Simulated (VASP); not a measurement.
A run of VASP 6.6.1:

The input POSCAR:

```
Pd
1.0
    0.0000000000      1.9567730079      1.9567730079
    1.9567730079      0.0000000000      1.9567730079
    1.9567730079      1.9567730079      0.0000000000
Pd
1
Direct
    0.0000000000      0.0000000000      0.0000000000
```

File INCAR.step1:

```
PREC = Accurate
ENCUT = 520
ISMEAR = 1
SIGMA = 0.1
LREAL = False
LASPH = True
NELM = 150
ISPIN = 2
MAGMOM = 0.436
LMAXMIX = 4
NBANDS = 15
GGA = PE
ALGO = Normal
EDIFF = 1E-4
LWAVE = True
LCHARG = False
```

Contents of INCAR.step2:

```
PREC = Accurate
ENCUT = 520
EDIFF = 1E-6
ISMEAR = 1
SIGMA = 0.1
LREAL = False
LASPH = True
NELM = 150
ALGO = Normal
ISIF = 2
LWAVE = False
LCHARG = False
ISPIN = 2
MAGMOM = 0.436
LORBIT = 11
LMAXMIX = 4
METAGGA = R2SCAN
LMIXTAU = True
NBANDS = 15
ISTART = 1
```

File KPOINTS:

```
Automatic mesh
0
Gamma
  14 14 14
```

Potentials or basis: VASP PAW PBE potentials, release 64 (Pd).

Launch:

```bash
$ cat potpaw_PBE.64/Pd/POTCAR > POTCAR
$ cp INCAR.step1 INCAR
$ mpirun -np 1 vasp_std > vasp.out
$ cp INCAR.step2 INCAR
$ mpirun -np 1 vasp_std > vasp.out
```

Hardware: 1 thread of Intel(R) Xeon(R) 6975P-C (Granite Rapids) (shared host).

Task: How long does it take, and how much memory?

Result: Wall time 56 s on 1 thread of Intel(R) Xeon(R) 6975P-C (Granite Rapids), on a shared host, peak memory 0.18 GiB. Counts: k points 104.
